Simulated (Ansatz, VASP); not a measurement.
# Two plane-wave programs on MoS2

```
CELL_PARAMETERS angstrom
3.16000 0.00000 0.00000
-1.58000 2.73664 0.00000
0.00000 0.00000 54.64800
ATOMIC_POSITIONS crystal
S 0.66667 0.33333 0.16652
S 0.66667 0.33333 0.22375
S 0.33333 0.66667 0.27722
S 0.33333 0.66667 0.33440
S 0.66667 0.33333 0.38787
S 0.66667 0.33333 0.44511
Mo 0.33333 0.66667 0.19515
Mo 0.66667 0.33333 0.30581
Mo 0.33333 0.66667 0.41647
```

Alike in both runs: functional PBE; dispersion D3(BJ); k mesh 12 × 12 × 1; occupations gaussian, width 0.02 eV; no spin polarisation.

Ansatz relaxed the structure, and its values are those at the end. VASP's run is a single point on that final structure, the one shown.

|  | VASP | Ansatz |
| --- | --- | --- |
| version | VASP 6.6.1 | Ansatz 0.2.0 |
| potentials or method | VASP PAW PBE potentials, release 64 (S, Mo_sv) | scalar-relativistic, plane waves, PAW |
| plane-wave cutoff (eV) | 520 | 420 |
| valence electrons in the cell | 78 | 78 |

```csv
,VASP,Ansatz,Ansatz less VASP
gap on the k mesh at the Fermi level (eV),1.01,1.00,-0.015
least direct gap on the mesh (eV),1.69,1.69,-0.004
rms of the force components (eV/Å),0.005,0.001,-0.0046
```

Ansatz's warnings: slab cell height set, xc potential rough in thin density.
